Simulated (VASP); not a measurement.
# AgBiTeSe (P4/mmm) in VASP: further runs

AgBiTeSe is run at these levels: PBE; tasks: single point.

All numbers are computed with VASP 6.6.1; they aren't measurements. Logs are shortened: lines on timing, memory, paths and dates and some standing lists are left out, and cuts for length are marked.

## Step 1: The cell of the first run

It takes space group P4/mmm (No. 123, tetragonal). The conventional cell has a = 4.167 Å, b = 4.167 Å, c = 6.239 Å, α = 90.00°, β = 90.00°, γ = 90.00°. Within 3.9 Å of Ag (site symmetry 4/mmm) lie 4 Te at 2.95 Å and 2 Se at 3.12 Å. Bi (site symmetry 4/mmm) has 4 Se at 2.95 Å and 2 Te at 3.12 Å within 3.9 Å. Within 3.9 Å of Te (site symmetry 4/mmm) lie 4 Ag at 2.95 Å and 2 Bi at 3.12 Å. Se (site symmetry 4/mmm) has 4 Bi at 2.95 Å and 2 Ag at 3.12 Å within 3.9 Å.

## Step 2: Single point, PBE

INCAR reads:

```
SYSTEM = AgBiTeSe
  ALGO = Normal
  EDIFF = 1E-7
  ENCUT = 520
  GGA = PE
  ISIF = 2
  ISMEAR = -1
  LASPH = .TRUE.
  LCHARG = .FALSE.
  LREAL = .FALSE.
  LWAVE = .FALSE.
  NBANDS = 27
  NELM = 80
  PREC = Accurate
  SIGMA = 0.1
```

KPOINTS reads:

```
k-points
0
G
  6 6 4
  0 0 0
```

POSCAR reads:

```
AgBiTeSe
1.0
    4.1668787842      0.0000000000      0.0000000000
    0.0000000000      4.1668787842      0.0000000000
    0.0000000000      0.0000000000      6.2393714496
Ag Bi Te Se
1 1 1 1
Direct
    0.0000000000      0.0000000000      0.0000000000
    0.5000000000      0.5000000000      0.5000000000
    0.5000000000      0.5000000000      0.0000000000
    0.0000000000      0.0000000000      0.5000000000
```

Potentials or basis: VASP PAW PBE potentials, release 64 (Ag, Bi_d, Te, Se).

Launch:

```console
cat potpaw_PBE.64/Ag/POTCAR potpaw_PBE.64/Bi_d/POTCAR potpaw_PBE.64/Te/POTCAR potpaw_PBE.64/Se/POTCAR > POTCAR
mpirun -np 1 vasp_std > vasp.out
```

OUTCAR:

```text
SYSTEM = AgBiTeSe
   EDIFF = 1E-7
   ENCUT = 520
   GGA = PE
   ISIF = 2
   ISMEAR = -1
   LASPH = .TRUE.
   LREAL = .FALSE.
   NELM = 80
   PREC = Accurate

 ion  position               nearest neighbor table
   1  0.000  0.000  0.000-   3 2.95   3 2.95   3 2.95   3 2.95   4 3.12   4 3.12
   2  0.500  0.500  0.500-   4 2.95   4 2.95   4 2.95   4 2.95   3 3.12   3 3.12
   3  0.500  0.500  0.000-   1 2.95   1 2.95   1 2.95   1 2.95   2 3.12   2 3.12
   4  0.000  0.000  0.500-   2 2.95   2 2.95   2 2.95   2 2.95   1 3.12   1 3.12

  LATTYP: Found a simple tetragonal cell.
 ALAT       =     4.1668787842
 C/A-ratio  =     1.4973729193

  Lattice vectors:

 A1 = (   4.1668787842,   0.0000000000,   0.0000000000)
 A2 = (   0.0000000000,   4.1668787842,   0.0000000000)
 A3 = (   0.0000000000,   0.0000000000,   6.2393714496)

Analysis of symmetry for initial positions (statically):
=====================================================================
 Subroutine PRICEL returns:
 Original cell was already a primitive cell.

 Routine SETGRP: Setting up the symmetry group for a
 simple tetragonal supercell.

 Subroutine GETGRP returns: Found 16 space group operations
 (whereof 16 operations were pure point group operations)
 out of a pool of 16 trial point group operations.

The static configuration has the point symmetry D_4h.

Analysis of symmetry for dynamics (positions and initial velocities):
=====================================================================
 Subroutine PRICEL returns:
 Original cell was already a primitive cell.

 Routine SETGRP: Setting up the symmetry group for a
 simple tetragonal supercell.

 Subroutine GETGRP returns: Found 16 space group operations
 (whereof 16 operations were pure point group operations)
 out of a pool of 16 trial point group operations.

The dynamic configuration has the point symmetry D_4h.

 Subroutine INISYM returns: Found 16 space group operations
 (whereof 16 operations are pure point group operations),
 and found     1 'primitive' translations

----------------------------------------------------------------------------------------

                                     Primitive cell

  volume of cell :     108.3335

  direct lattice vectors                    reciprocal lattice vectors
     4.166878784  0.000000000  0.000000000     0.239987783  0.000000000  0.000000000
     0.000000000  4.166878784  0.000000000     0.000000000  0.239987783  0.000000000
     0.000000000  0.000000000  6.239371450     0.000000000  0.000000000  0.160272554

  length of vectors
     4.166878784  4.166878784  6.239371450     0.239987783  0.239987783  0.160272554

[... 87 lines left out ...]
   NSW    =      0    number of steps for IOM
   IBRION =     -1    ionic relax: 0-MD 1-quasi-New 2-CG
   NFREE  =      0    steps in history (QN), initial steepest desc. (CG)
   ISIF   =      2    stress and relaxation
   ISYM   =      2    0-nonsym 1-usesym 2-fastsym
   POTIM  = 0.5000    time-step for ionic-motion
   TEBEG  =    0.0;   TEEND  =   0.0 temperature during run
   PSTRESS=    0.0 pullay stress
   NELECT =      38.0000    total number of electrons
   NUPDOWN=      -1.0000    fix difference up-down
   EMIN   =  10.00;   EMAX   =-10.00  energy-range for DOS
   EFERMI =   0.00;   METHOD = LEGACY
   ISMEAR =    -1;   SIGMA  =   0.10  broadening in eV -4-tet -1-fermi 0-gaus
   EFERMI_NEDOS =   21; number of points for ismear=-14 and -15
   IALGO  =     38    algorithm
   IMIX   =      4    mixing-type and parameters
     AMIX     =   0.40;   BMIX     =  1.00
     AMIX_MAG =   1.60;   BMIX_MAG =  1.00
  volume/ion in A,a.u.               =      27.08       182.77
  Fermi-wavevector in a.u.,A,eV,Ry     =   1.154556  2.181795 18.136574  1.333001
  Thomas-Fermi vector in A             =   2.291192
   LORBIT       =      0    0 simple, 1 ext, 2 COOP (PROOUT), +10 PAW based schemes
   GGA     = PE    functional components
   LHFCALC =     F    Hartree Fock is set to
   AEXX    =    0.0000 exact exchange contribution
   IVDW    =     0    specifies the selected vdW correction
   LEPSILON=     F    determine dielectric tensor
   LRPA    =     F    only Hartree local field effects (RPA)
 non-spin polarized calculation
  energy-cutoff  :      520.00
  volume of cell :      108.33
 maximum number of plane-waves:      2936
 NGX is ok and might be reduce to    32
   NGX = 15   NGY = 15   NGZ = 23

 number of electron      37.9999998 magnetization

 Free energy of the ion-electron system (eV)
  ---------------------------------------------------
  ext. energy  EPLUGINS =         0.00000000
  ---------------------------------------------------
  free energy    TOTEN  =       -13.80679072 eV

  energy without entropy =      -13.76676047  energy(sigma->0) =      -13.78677560

 E-fermi :   6.1559     XC(G=0):  -9.9176

 val. band max:        6.0883437333   @ k =   0.5000   0.0000   0.5000
 cond. band min:       6.2480277429   @ k =   0.3333   0.0000   0.0000
 fundamental gap:      0.1596840095
 Fermi energy:         6.1558878505

 k-point     1 :       0.0000    0.0000    0.0000
  band No.  band energies     occupation
      1     -17.3022      2.00000
      2     -17.2870      2.00000
      3     -17.2477      2.00000
      4     -17.2267      2.00000
      5     -17.2267      2.00000
      6      -8.2412      2.00000
[... 709 lines left out ...]
     26      12.4898      0.00000
     27      15.1187      0.00000

 [... further k-points ...]

------------------------ aborting loop because EDIFF is reached ----------------------------------------

  FORCE on cell =-STRESS in cart. coord.  units (eV):
  Direction    XX          YY          ZZ          XY          YZ          ZX
  --------------------------------------------------------------------------------------
  -------------------------------------------------------------------------------------
  Total        0.5307652      0.5307652      1.7683860      0.0000000      0.0000000      0.0000000
  in kB        7.8496532      7.8496532     26.1532142      0.0000000      0.0000000      0.0000000
  external PRESSURE =      13.9508402 kB  Pullay stress =       0.0000000 kB

 VOLUME and BASIS-vectors are now :
 -----------------------------------------------------------------------------
  energy-cutoff  :      520.00
  volume of cell :      108.33
      direct lattice vectors                 reciprocal lattice vectors
     4.166878784  0.000000000  0.000000000     0.239987783  0.000000000  0.000000000
     0.000000000  4.166878784  0.000000000     0.000000000  0.239987783  0.000000000
     0.000000000  0.000000000  6.239371450     0.000000000  0.000000000  0.160272554

 POSITION                                       TOTAL-FORCE (eV/Angst)
 -----------------------------------------------------------------------------------
      0.00000      0.00000      0.00000         0.000000      0.000000      0.000000
      2.08344      2.08344      3.11969         0.000000      0.000000      0.000000
      2.08344      2.08344      0.00000         0.000000      0.000000      0.000000
      0.00000      0.00000      3.11969         0.000000      0.000000      0.000000
 -----------------------------------------------------------------------------------
    total drift:                                0.000000      0.000000     -0.000000

  FREE ENERGIE OF THE ION-ELECTRON SYSTEM (eV)
  ---------------------------------------------------
  free  energy   TOTEN  =       -13.8067907239 eV

  energy  without entropy=      -13.7667604711  energy(sigma->0) =      -13.78677560
```

OSZICAR:

```text
N       E                     dE             d eps       ncg     rms          rms(c)
DAV:   1     0.313159221570E+03    0.31316E+03   -0.17704E+04  1628   0.138E+03
DAV:   2     0.137264304073E+02   -0.29943E+03   -0.28912E+03  1689   0.347E+02
DAV:   3    -0.134077028880E+02   -0.27134E+02   -0.26699E+02  2003   0.110E+02
DAV:   4    -0.142533209750E+02   -0.84562E+00   -0.84310E+00  1870   0.204E+01
DAV:   5    -0.142827173695E+02   -0.29396E-01   -0.29394E-01  2290   0.388E+00    0.699E+00
DAV:   6    -0.137981090603E+02    0.48461E+00   -0.10906E+00  2082   0.990E+00    0.512E+00
DAV:   7    -0.138080180917E+02   -0.99090E-02   -0.28582E-01  1814   0.242E+00    0.206E+00
DAV:   8    -0.138064109731E+02    0.16071E-02   -0.17280E-02  1890   0.853E-01    0.734E-01
DAV:   9    -0.138066883860E+02   -0.27741E-03   -0.28597E-03  1807   0.332E-01    0.884E-02
DAV:  10    -0.138067463995E+02   -0.58014E-04   -0.32602E-04  1909   0.136E-01    0.473E-02
DAV:  11    -0.138067907331E+02   -0.44334E-04   -0.83215E-05  1857   0.546E-02    0.821E-03
DAV:  12    -0.138067908242E+02   -0.91105E-07   -0.80492E-06  1918   0.187E-02    0.622E-03
DAV:  13    -0.138067908897E+02   -0.65480E-07   -0.16228E-06  1787   0.766E-03    0.153E-03
DAV:  14    -0.138067906933E+02    0.19645E-06   -0.83064E-08  1371   0.171E-03    0.514E-04
DAV:  15    -0.138067907239E+02   -0.30674E-07   -0.19552E-08   915   0.846E-04
   1 F= -.13806791E+02 E0= -.13786776E+02  d E =-.400303E-01
```

stdout:

```text
POSCAR found type information on POSCAR AgBiTeSe
 POSCAR found :  4 types and       4 ions
 scaLAPACK will be used
 LDA part: xc-table for (Slater+PW92), standard interpolation
 POSCAR, INCAR and KPOINTS ok, starting setup
 FFT: planning ... GRIDC
 FFT: planning ... GRID_SOFT
 FFT: planning ... GRID
 WAVECAR not read
 entering main loop
```

Wall time 36 s (1 thread of Intel Xeon 6975P-C (Granite Rapids), shared host); peak memory 0.28 GiB.

Results:

| Property | Result |
| --- | --- |
| Free energy | -13.8068 eV |
| Pressure | 1.4 GPa |
| Band gap on the k mesh | zero (bands 19 and 20 overlap by 0.63 eV) |

Caveat: spin-orbit coupling is left out, which moves the levels of the heavy elements.

## Step 3: Single point, PBE

This run uses another cell than the first one, of 27.78 Å³/atom.

INCAR reads:

```
SYSTEM = AgBiTeSe
PREC     = Accurate       ! precision mode
ENCUT    = 520            ! plane-wave cutoff, eV
EDIFF    = 1E-7           ! SCF threshold, eV
ISMEAR   = -1             ! smearing method
SIGMA    = 0.1            ! smearing width, eV
LREAL    = .False.        ! projectors in reciprocal space
LASPH    = .True.         ! aspherical terms in the spheres
NELM     = 80             ! most SCF steps
ALGO     = Normal         ! electronic algorithm
ISIF     = 2              ! what is computed and relaxed
LWAVE    = .False.        ! write WAVECAR
LCHARG   = .False.        ! write CHGCAR
GGA      = PE             ! functional
NBANDS   = 27             ! bands
```

KPOINTS reads:

```
Automatic mesh
0
Gamma
  6 6 4
  0 0 0
```

POSCAR reads:

```
AgBiTeSe
1.0
    4.2021930000      0.0000000000      0.0000000000
    0.0000000000      4.2021930000      0.0000000000
    0.0000000000      0.0000000000      6.2922500000
Ag Bi Te Se
1 1 1 1
Direct
    0.0000000000      0.0000000000      0.0000000000
    0.5000000000      0.5000000000      0.5000000000
    0.5000000000      0.5000000000      0.0000000000
    0.0000000000      0.0000000000      0.5000000000
```

Potentials or basis: VASP PAW PBE potentials, release 64 (Ag, Bi_d, Te, Se).

Launch:

```console
cat potpaw_PBE.64/Ag/POTCAR potpaw_PBE.64/Bi_d/POTCAR potpaw_PBE.64/Te/POTCAR potpaw_PBE.64/Se/POTCAR > POTCAR
mpirun -np 1 vasp_std > vasp.out
```

Wall time 39 s (1 thread of Intel Xeon 6975P-C (Granite Rapids), shared host); peak memory 0.28 GiB.

Results (log left out):

```
Free energy            : -13.8186 eV
Pressure               : -0.1 GPa
Band gap on the k mesh : zero (bands 19 and 20 overlap by 0.60 eV)
```

Stress tensor (GPa, compression positive):
```
-0.74  0.00  0.00
 0.00 -0.74  0.00
 0.00  0.00  1.27
```

Levels at points of the mesh, in eV from the Fermi level:
```
           k point  band 17  band 18  band 19  band 20  band 21  band 22
(0.00, 0.00, 0.00)    -1.31    -0.96    -0.96     1.08     3.63     3.82
(0.50, 0.00, 0.00)    -2.09    -1.39    -0.36    -0.32     1.43     4.08
(0.50, 0.50, 0.00)    -2.78    -2.78    -2.30     0.23     3.86     3.86
(0.00, 0.00, 0.50)    -1.65    -1.18    -1.18     0.18     3.18     3.60
(0.50, 0.00, 0.50)    -0.70    -0.37    -0.36    -0.30    -0.04     0.86
(0.50, 0.50, 0.50)    -3.18    -2.28    -0.75     0.33     2.17     4.55
```

Caveat: spin-orbit coupling is left out, which moves the levels of the heavy elements.

## Step 4: Single point, PBE

This run uses another cell than the first one, of 28.47 Å³/atom.

INCAR reads:

```
SYSTEM = AgBiTeSe
PREC = Accurate ; ENCUT = 520
EDIFF = 1E-6 ; ISMEAR = -1
SIGMA = 0.1 ; LREAL = .False.
LASPH = .True. ; NELM = 100
ALGO = Normal ; ISIF = 2
LWAVE = .False. ; LCHARG = .False.
GGA = PE ; NBANDS = 27
```

KPOINTS is that of step 3.

POSCAR reads:

```
AgBiTeSe
1.0
    4.2369234427      0.0000000000      0.0000000000
    0.0000000000      4.2369234427      0.0000000000
    0.0000000000      0.0000000000      6.3442544244
Ag Bi Te Se
1 1 1 1
Direct
    0.0000000000      0.0000000000      0.0000000000
    0.5000000000      0.5000000000      0.5000000000
    0.5000000000      0.5000000000      0.0000000000
    0.0000000000      0.0000000000      0.5000000000
```

Launch:

```console
cat potpaw_PBE.64/Ag/POTCAR potpaw_PBE.64/Bi_d/POTCAR potpaw_PBE.64/Te/POTCAR potpaw_PBE.64/Se/POTCAR > POTCAR
mpirun -np 1 vasp_std > vasp.out
```

Wall time 35 s (1 thread of Intel Xeon 6975P-C (Granite Rapids), shared host); peak memory 0.28 GiB.

Results (log left out):

| Item | Value |
| --- | --- |
| Free energy | -13.8067 eV |
| Pressure | -1.3 GPa |
| Band gap on the k mesh | zero (bands 19 and 20 overlap by 0.57 eV) |

Stress tensor (GPa, compression positive):
```
-2.06  0.00  0.00
 0.00 -2.06  0.00
 0.00  0.00  0.10
```

Levels at points of the mesh, in eV from the Fermi level:
| k point | band 16 | band 17 | band 18 | band 19 | band 20 | band 21 | band 22 | band 23 |
| --- | --- | --- | --- | --- | --- | --- | --- | --- |
| (0.00, 0.00, 0.00) | -3.38 | -1.25 | -0.92 | -0.92 | 1.04 | 3.71 | 3.72 | 3.72 |
| (0.50, 0.00, 0.00) | -2.57 | -2.02 | -1.39 | -0.35 | -0.30 | 1.38 | 3.99 | 4.48 |
| (0.50, 0.50, 0.00) | -3.16 | -2.67 | -2.67 | -2.19 | 0.27 | 3.92 | 3.92 | 4.49 |
| (0.00, 0.00, 0.50) | -2.07 | -1.59 | -1.12 | -1.12 | 0.20 | 3.06 | 3.51 | 3.51 |
| (0.50, 0.00, 0.50) | -1.61 | -0.68 | -0.40 | -0.34 | -0.30 | -0.02 | 0.82 | 3.82 |
| (0.50, 0.50, 0.50) | -3.05 | -3.05 | -2.19 | -0.74 | 0.31 | 2.14 | 4.45 | 4.45 |

Caveat: spin-orbit coupling is left out, which moves the levels of the heavy elements.

## Step 5: Summary

```tsv
cell	gap on the mesh (eV)	pressure (GPa)
a = 4.167, b = 4.167, c = 6.239 Å, 4 atoms	none	1.4
a = 4.202, b = 4.202, c = 6.292 Å, 4 atoms	none	-0.1
a = 4.237, b = 4.237, c = 6.344 Å, 4 atoms	none	-1.3
```

Alike in all rows: task single point; level PBE; potentials or basis VASP PAW PBE potentials, release 64 (Ag, Bi_d, Te, Se); no spin polarisation; k mesh 6 × 6 × 4; cutoff (eV) 520; smearing fermi-dirac 0.1 eV.

Caveats: spin-orbit coupling is left out, which moves the levels of the heavy elements.

Absolute energies hang on the potentials; compare differences alone.

The gap in the log of VASP goes by the Fermi energy; the results here count the filled bands.